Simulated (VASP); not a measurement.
Set up this calculation in VASP 6.6.1, as the native input.

- Task: single point
- Functional: PBEsol
- Potentials or basis: VASP PAW PBE potentials, release 64 (Ti_sv, Al)
- Cutoff: 520 eV
- k mesh: 12 × 12 × 12
- Occupations: gaussian, width 0.15 eV
- Spin: no spin polarisation
- Dipole correction: no
- Further INCAR settings: ALGO = Normal; EDIFF = 1e-06; NBANDS = 18

The structure of TiAl3 lies in POSCAR:

```
TiAl3
1.0
    3.9483448101      0.0000000000      0.0000000000
    0.0000000000      3.9483448101      0.0000000000
    0.0000000000      0.0000000000      3.9483448101
Ti Al
1 3
Direct
    0.0000000000      0.0000000000      0.0000000000
    0.5000000000      0.5000000000      0.0000000000
    0.5000000000      0.0000000000      0.5000000000
    0.0000000000      0.5000000000      0.5000000000
```

These files were run (other wordings do the same):

INCAR

```
PREC = Accurate
ENCUT = 520
EDIFF = 1E-6
ISMEAR = 0
SIGMA = 0.15
LREAL = F
LASPH = T
NELM = 80
ALGO = Normal
ISIF = 2
LWAVE = F
LCHARG = F
GGA = PS
NBANDS = 18
```

KPOINTS

```
regular mesh
0
Gamma
  12 12 12
```

Potentials or basis: VASP PAW PBE potentials, release 64 (Ti_sv, Al).

Command:

```sh
$ cat potpaw_PBE.64/Ti_sv/POTCAR potpaw_PBE.64/Al/POTCAR > POTCAR
$ mpirun -np 1 vasp_std > vasp.out
```

It gave:

```yaml
Pressure: 0.2 GPa
Band_gap_on_the_k_mesh: zero (an odd number of electrons rules out a gap without spin polarisation)
```

Caveat: the PAW data sets were made with another functional, which shifts forces and pressure a little.

Wall time 82 s on 1 thread of Intel(R) Xeon(R) Platinum 8259CL CPU @ 2.50GHz (Skylake/Cascade Lake), with other jobs on the host, peak memory 0.22 GiB.
